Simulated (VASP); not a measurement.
# AlRu (a.f) (Pm-3m) in VASP: a series of runs

AlRu (a.f) is run at these levels: PBEsol; tasks: single point, relaxation of cell and atoms.

All numbers are computed with VASP 6.6.1; they aren't measurements. Logs are shortened: lines on timing, memory, paths and dates and some standing lists are left out, and cuts for length are marked.

**1. The cell of the first run**

The structure is cubic, space group Pm-3m (No. 221). Conventional cell: a = 2.970 Å, b = 2.970 Å, c = 2.970 Å, α = 90.00°, β = 90.00°, γ = 90.00°. Ru (site symmetry m-3m) has 8 Al at 2.57 Å and 6 Ru at 2.97 Å within 3.4 Å. Al (site symmetry m-3m) has 8 Ru at 2.57 Å and 6 Al at 2.97 Å within 3.4 Å.

**2. Single point, PBEsol**

INCAR

```
ALGO     = Normal         # electronic algorithm
EDIFF    = 1E-6           # SCF threshold, eV
ENCUT    = 500            # plane-wave cutoff, eV
GGA      = PS             # functional
GGA_COMPAT= False        
ISIF     = 2              # what is computed and relaxed
ISMEAR   = 0              # smearing method
LASPH    = True           # aspherical terms in the spheres
LCHARG   = True           # write CHGCAR
LELF     = True           # ELF
LREAL    = False          # projectors in reciprocal space
LVHAR    = True         
LWAVE    = False          # write WAVECAR
NBANDS   = 16             # bands
NELM     = 120            # most SCF steps
PREC     = Accurate       # precision mode
SIGMA    = 0.1            # smearing width, eV
```

KPOINTS

```
k-points
0
Gamma
  6 6 6
```

POSCAR

```
AlRu
1.0
    2.9700000000      0.0000000000      0.0000000000
    0.0000000000      2.9700000000      0.0000000000
    0.0000000000      0.0000000000      2.9700000000
Ru Al
1 1
Direct
    0.0000000000      0.0000000000      0.0000000000
    0.5000000000      0.5000000000      0.5000000000
```

Potentials or basis: VASP PAW PBE potentials, release 64 (Ru_pv, Al).

Started as:

```bash
$ cat potpaw_PBE.64/Ru_pv/POTCAR potpaw_PBE.64/Al/POTCAR > POTCAR
$ mpirun -np 1 vasp_std > vasp.out
```

OUTCAR:

```text
EDIFF = 1E-6
   ENCUT = 500
   GGA = PS
   ISIF = 2
   ISMEAR = 0
   LASPH = True
   LREAL = False
   NELM = 120
   PREC = Accurate

 ion  position               nearest neighbor table
   1  0.000  0.000  0.000-   2 2.57   2 2.57   2 2.57   2 2.57   2 2.57   2 2.57   2 2.57   2 2.57

   2  0.500  0.500  0.500-   1 2.57   1 2.57   1 2.57   1 2.57   1 2.57   1 2.57   1 2.57   1 2.57

  LATTYP: Found a simple cubic cell.
 ALAT       =     2.9700000000

  Lattice vectors:

 A1 = (   2.9700000000,   0.0000000000,   0.0000000000)
 A2 = (   0.0000000000,   2.9700000000,   0.0000000000)
 A3 = (   0.0000000000,   0.0000000000,   2.9700000000)

Analysis of symmetry for initial positions (statically):
=====================================================================
 Subroutine PRICEL returns:
 Original cell was already a primitive cell.

 Routine SETGRP: Setting up the symmetry group for a
 simple cubic supercell.

 Subroutine GETGRP returns: Found 48 space group operations
 (whereof 48 operations were pure point group operations)
 out of a pool of 48 trial point group operations.

The static configuration has the point symmetry O_h .

Analysis of symmetry for dynamics (positions and initial velocities):
=====================================================================
 Subroutine PRICEL returns:
 Original cell was already a primitive cell.

 Routine SETGRP: Setting up the symmetry group for a
 simple cubic supercell.

 Subroutine GETGRP returns: Found 48 space group operations
 (whereof 48 operations were pure point group operations)
 out of a pool of 48 trial point group operations.

The dynamic configuration has the point symmetry O_h .

 Subroutine INISYM returns: Found 48 space group operations
 (whereof 48 operations are pure point group operations),
 and found     1 'primitive' translations

----------------------------------------------------------------------------------------

                                     Primitive cell

  volume of cell :      26.1981

  direct lattice vectors                    reciprocal lattice vectors
     2.970000000  0.000000000  0.000000000     0.336700337  0.000000000  0.000000000
     0.000000000  2.970000000  0.000000000     0.000000000  0.336700337  0.000000000
     0.000000000  0.000000000  2.970000000     0.000000000  0.000000000  0.336700337

  length of vectors
     2.970000000  2.970000000  2.970000000     0.336700337  0.336700337  0.336700337

[... 75 lines left out ...]
   EDIFF  = 0.1E-05   stopping-criterion for ELM
   LREAL  =      F    real-space projection
   EDIFFG = 0.1E-04   stopping-criterion for IOM
   NSW    =      0    number of steps for IOM
   IBRION =     -1    ionic relax: 0-MD 1-quasi-New 2-CG
   NFREE  =      0    steps in history (QN), initial steepest desc. (CG)
   ISIF   =      2    stress and relaxation
   ISYM   =      2    0-nonsym 1-usesym 2-fastsym
   POTIM  = 0.5000    time-step for ionic-motion
   TEBEG  =    0.0;   TEEND  =   0.0 temperature during run
   PSTRESS=    0.0 pullay stress
   NELECT =      17.0000    total number of electrons
   NUPDOWN=      -1.0000    fix difference up-down
   EMIN   =  10.00;   EMAX   =-10.00  energy-range for DOS
   EFERMI =   0.00;   METHOD = LEGACY
   ISMEAR =     0;   SIGMA  =   0.10  broadening in eV -4-tet -1-fermi 0-gaus
   EFERMI_NEDOS =   21; number of points for ismear=-14 and -15
   IALGO  =     38    algorithm
   IMIX   =      4    mixing-type and parameters
     AMIX     =   0.40;   BMIX     =  1.00
     AMIX_MAG =   1.60;   BMIX_MAG =  1.00
  volume/ion in A,a.u.               =      13.10        88.40
  Fermi-wavevector in a.u.,A,eV,Ry     =   1.417320  2.678347 27.331342  2.008797
  Thomas-Fermi vector in A             =   2.538563
   LORBIT       =      0    0 simple, 1 ext, 2 COOP (PROOUT), +10 PAW based schemes
   GGA     = PS    functional components
   LHFCALC =     F    Hartree Fock is set to
   AEXX    =    0.0000 exact exchange contribution
   IVDW    =     0    specifies the selected vdW correction
   LEPSILON=     F    determine dielectric tensor
   LRPA    =     F    only Hartree local field effects (RPA)
 non-spin polarized calculation
 Gauss-broadening in eV      SIGMA  =   0.10
  energy-cutoff  :      500.00
  volume of cell :       26.20
 maximum number of plane-waves:       691
 NGX is ok and might be reduce to    24
   NGX = 11   NGY = 11   NGZ = 11

 number of electron      16.9999996 magnetization

 Free energy of the ion-electron system (eV)
  ---------------------------------------------------
  ext. energy  EPLUGINS =         0.00000000
  ---------------------------------------------------
  free energy    TOTEN  =       -15.52468261 eV

  energy without entropy =      -15.51263843  energy(sigma->0) =      -15.51866052

 E-fermi :  10.7722     XC(G=0): -12.8016

 val. band max:       10.7088354829   @ k =   0.1667   0.1667   0.0000
 cond. band min:      10.7753391628   @ k =   0.3333   0.1667   0.0000
 fundamental gap:      0.0665036799
 Fermi energy:        10.7722293406

 k-point     1 :       0.0000    0.0000    0.0000
  band No.  band energies     occupation
      1     -30.8257      2.00000
      2     -30.8257      2.00000
      3     -30.8257      2.00000
      4       1.0926      2.00000
      5       7.2045      2.00000
      6       7.2045      2.00000
[... 357 lines left out ...]
      3     -30.9995      2.00000
      4       6.1425      2.00000
      5       6.1425      2.00000
      6       6.1425      2.00000
[... 8 lines left out ...]
     15      19.6727      0.00000
     16      22.7798      0.00000

------------------------ aborting loop because EDIFF is reached ----------------------------------------

  FORCE on cell =-STRESS in cart. coord.  units (eV):
  Direction    XX          YY          ZZ          XY          YZ          ZX
  --------------------------------------------------------------------------------------
  -------------------------------------------------------------------------------------
  Total        0.2308814      0.2308814      0.2308814      0.0000000     -0.0000000      0.0000000
  in kB       14.1198542     14.1198542     14.1198542      0.0000000     -0.0000000      0.0000000
  external PRESSURE =      14.1198542 kB  Pullay stress =       0.0000000 kB

 VOLUME and BASIS-vectors are now :
 -----------------------------------------------------------------------------
  energy-cutoff  :      500.00
  volume of cell :       26.20
      direct lattice vectors                 reciprocal lattice vectors
     2.970000000  0.000000000  0.000000000     0.336700337  0.000000000  0.000000000
     0.000000000  2.970000000  0.000000000     0.000000000  0.336700337  0.000000000
     0.000000000  0.000000000  2.970000000     0.000000000  0.000000000  0.336700337

 POSITION                                       TOTAL-FORCE (eV/Angst)
 -----------------------------------------------------------------------------------
      0.00000      0.00000      0.00000         0.000000      0.000000      0.000000
      1.48500      1.48500      1.48500         0.000000      0.000000      0.000000
 -----------------------------------------------------------------------------------
    total drift:                                0.000000      0.000000      0.000000

  FREE ENERGIE OF THE ION-ELECTRON SYSTEM (eV)
  ---------------------------------------------------
  free  energy   TOTEN  =       -15.5246826148 eV

  energy  without entropy=      -15.5126384320  energy(sigma->0) =      -15.51866052
```

stdout:

```text
POSCAR found type information on POSCAR RuAl
 POSCAR found :  2 types and       2 ions
 scaLAPACK will be used
 -----------------------------------------------------------------------------
|                                                                             |
|                                                                             |
|     You enforced a specific xc type in the INCAR file but a different       |
|     I HOPE YOU KNOW WHAT YOU ARE DOING!                                     |
|                                                                             |
 -----------------------------------------------------------------------------

 LDA part: xc-table for (Slater+PW92), standard interpolation
 POSCAR, INCAR and KPOINTS ok, starting setup
 FFT: planning ... GRIDC
 FFT: planning ... GRID_SOFT
 FFT: planning ... GRID
 WAVECAR not read
 entering main loop
```

Wall time 12 s (1 thread of Intel Xeon 8259CL, shared host); peak memory 0.14 GiB.

What came out:

- Free energy: -15.5247 eV
- Pressure: 1.4 GPa

Levels at points of the mesh, in eV from the Fermi level:
| k point | band 6 | band 7 | band 8 | band 9 | band 10 | band 11 |
| --- | --- | --- | --- | --- | --- | --- |
| (0.00, 0.00, 0.00) | -3.57 | 0.32 | 0.32 | 0.32 | 6.30 | 6.30 |
| (0.50, 0.00, 0.00) | -2.74 | -1.52 | -1.52 | 0.58 | 2.50 | 7.57 |
| (0.50, 0.50, 0.00) | -1.25 | -1.25 | -1.08 | -1.08 | 1.72 | 5.55 |
| (0.50, 0.50, 0.50) | -4.63 | 1.82 | 1.82 | 2.86 | 4.29 | 4.29 |

Caveat: the PAW data sets were made with another functional, which shifts forces and pressure a little.

[end of part 1 of 2]
